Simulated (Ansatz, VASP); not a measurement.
## KMgF3: VASP beside Ansatz

The input INCAR:

```
PREC = Accurate
ENCUT = 520
EDIFF = 1E-6
ISMEAR = 0
SIGMA = 0.05
LREAL = F
LASPH = T
NELM = 80
ALGO = Normal
ISIF = 2
LWAVE = F
LCHARG = F
GGA = PE
NBANDS = 24
```

The input KPOINTS:

```
regular mesh
0
Gamma
  6 6 6
```

Contents of POSCAR:

```
KMgF3
1.0
    4.2181479020      1.0545369755      1.0545369755
    1.0545369755      4.2181479020      1.0545369755
    1.0545369755      1.0545369755      4.2181479020
K Mg F
1 1 3
Direct
    0.5000000000      0.5000000000      0.5000000000
    0.0000000000      0.0000000000      0.0000000000
    0.5000000000      0.0000000000      0.0000000000
    0.0000000000      0.5000000000      0.0000000000
    0.0000000000      0.0000000000      0.5000000000
```

Input for Ansatz:

```yaml
crystal:
  lattice:
    - [4.218147902, 1.0545369755, 1.0545369755]
    - [1.0545369755, 4.218147902, 1.0545369755]
    - [1.0545369755, 1.0545369755, 4.218147902]
  atoms:
    - { symbol: K, position: [0.5, 0.5, 0.5] }
    - { symbol: Mg, position: [0.0, 0.0, 0.0] }
    - { symbol: F, position: [0.5, 0.0, 0.0] }
    - { symbol: F, position: [0.0, 0.5, 0.0] }
    - { symbol: F, position: [0.0, 0.0, 0.5] }
basis:
  ecutwfc: 420
kpoints:
  mp_grid: { grid: [6, 6, 6] }
hamiltonian:
  xc: pbe
scf:
  occupations: { method: gaussian, width: 0.05 }
output:
  forces: true
  stress: true
  eigenvalues: true
```

Alike in both runs: task single point; functional PBE; k mesh 6 × 6 × 6; occupations gaussian, width 0.05 eV; no spin polarisation.

```csv
,VASP,Ansatz
version,VASP 6.6.1,Ansatz 0.2.0
potentials or method,"VASP PAW PBE potentials, release 64 (K_sv, Mg, F), cutoff 520 eV","scalar-relativistic, plane waves, PAW"
valence electrons in the cell,32,40
```

```tsv
	VASP	Ansatz	Ansatz less VASP
gap on the k mesh at the Fermi level (eV)	0.55	0.60	+0.044
least direct gap on the mesh (eV)	0.56	0.60	+0.045
pressure (GPa)	26.3	25.9	-0.36
traceless stress, the component that is largest in VASP (GPa)	-31.52	-31.01	+0.506
```

VASP's potentials hold 32 valence electrons a cell and Ansatz's 40, so a difference there can come from the potentials and not from the codes.
